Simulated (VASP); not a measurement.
Wanted: the native input for a VASP 6.6.1 run.

| Item | Value |
| --- | --- |
| Task | single point |
| Functional | LDA |
| Potentials or basis | VASP PAW LDA potentials, release 64 (Y_sv, B) |
| Cutoff | 520 eV |
| k mesh | 10 × 10 × 10 |
| Occupations | gaussian, width 0.1 eV |
| Spin | no spin polarisation |
| Dipole correction | no |
| Further INCAR settings | ALGO = Normal; EDIFF = 1e-06; NBANDS = 24 |

The structure of YB6 lies in POSCAR:

```
YB6
1.0
    4.0407192404      0.0000000000      0.0000000000
    0.0000000000      4.0407192404      0.0000000000
    0.0000000000      0.0000000000      4.0407192404
Y B
1 6
Direct
    0.0000000000      0.0000000000      0.0000000000
    0.1990072954      0.5000000000      0.5000000000
    0.5000000000      0.1990072954      0.5000000000
    0.8009927046      0.5000000000      0.5000000000
    0.5000000000      0.8009927046      0.5000000000
    0.5000000000      0.5000000000      0.1990072954
    0.5000000000      0.5000000000      0.8009927046
```

The input as run:

INCAR

```
ALGO = Normal ; EDIFF = 1E-6
ENCUT = 520 ; GGA = CA
ISIF = 2 ; ISMEAR = 0
LASPH = T ; LCHARG = T
LELF = T ; LREAL = F
LVHAR = T ; LWAVE = F
NBANDS = 24 ; NELM = 100
PREC = Accurate ; SIGMA = 0.1
```

KPOINTS

```
k-points
0
Gamma
  10 10 10
```

Potentials or basis: VASP PAW LDA potentials, release 64 (Y_sv, B).

Run with:

```console
$ cat potpaw_LDA.64/Y_sv/POTCAR potpaw_LDA.64/B/POTCAR > POTCAR
$ mpirun -np 1 vasp_std > vasp.out
```

Results of the run:

- Pressure: 0.2 GPa
- Largest force: 0.027 eV/Å
- Band gap on the k mesh: zero (an odd number of electrons rules out a gap without spin polarisation)

It took 34 s on 1 thread of Intel(R) Xeon(R) 6975P-C (Granite Rapids) (shared host), peak memory 0.21 GiB.
